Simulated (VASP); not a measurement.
A run of VASP 6.6.1 is set up as follows.

The input INCAR:

```
ALGO = Normal ; EDIFF = 1E-6
ENCUT = 520 ; GGA = PS
ISIF = 2 ; ISMEAR = 0
LASPH = T ; LCHARG = F
LREAL = F ; LWAVE = F
NBANDS = 16 ; NELM = 100
PREC = Accurate ; SIGMA = 0.05
```

Contents of KPOINTS:

```
k-points
0
Gamma
  12 12 12
```

The input POSCAR:

```
ZrS
1.0
    0.0000000000      2.6337210873      2.6337210873
    2.6337210873      0.0000000000      2.6337210873
    2.6337210873      2.6337210873      0.0000000000
Zr S
1 1
Direct
    0.5000000000      0.5000000000      0.5000000000
    0.0000000000      0.0000000000      0.0000000000
```

Potentials or basis: VASP PAW PBE potentials, release 64 (Zr_sv, S).

Run with:

```sh
$ cat potpaw_PBE.64/Zr_sv/POTCAR potpaw_PBE.64/S/POTCAR > POTCAR
$ mpirun -np 1 vasp_std > vasp.out
```

**Question.** Estimate the pressure.

**Answer.** -7.5 GPa.

**Question.** Estimate the band gap on the k mesh.

**Answer.** Zero (bands 9 and 10 overlap by 2.78 eV).

Caveat: the cell stands under tension; the PAW data sets were made with another functional, which shifts forces and pressure a little.
